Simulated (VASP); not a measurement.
A run of VASP 6.6.1 is set up as follows.

INCAR

```
PREC = Accurate ; ENCUT = 520
EDIFF = 1E-6 ; ISMEAR = 0
SIGMA = 0.05 ; LREAL = F
LASPH = T ; NELM = 80
ALGO = Normal ; ISIF = 2
LWAVE = F ; LCHARG = F
GGA = PE ; NBANDS = 33
```

Contents of KPOINTS:

```
Automatic mesh
0
Gamma
  6 6 10
```

POSCAR

```
TiO2
1.0
    4.4267000000      0.0000000000      0.0000000000
    0.0000000000      4.4267000000      0.0000000000
    0.0000000000      0.0000000000      2.9638636879
Ti O
2 4
Direct
    0.0000000000      0.0000000000      0.0000000000
    0.5000000000      0.5000000000      0.5000000000
    0.3050970583      0.3050970583      0.0000000000
    0.1949029417      0.8050970583      0.5000000000
    0.6949029417      0.6949029417      0.0000000000
    0.8050970583      0.1949029417      0.5000000000
```

Potentials or basis: VASP PAW PBE potentials, release 64 (Ti_sv, O).

The run is started by

```sh
$ cat potpaw_PBE.64/Ti_sv/POTCAR potpaw_PBE.64/O/POTCAR > POTCAR
$ mpirun -np 1 vasp_std > vasp.out
```

Q: What does it give for the pressure?

A: 25.1 GPa.

Q: Estimate the largest force.

A: 0.352 eV/Å.

Q: Estimate the band gap on the k mesh.

A: 2.00 eV, direct.

Stress tensor (GPa, compression positive):
```
27.49  0.00  0.00
 0.00 27.49  0.00
 0.00  0.00 20.38
```

A k mesh can miss the band edges. As with any semilocal functional, this PBE gap is likely too small.
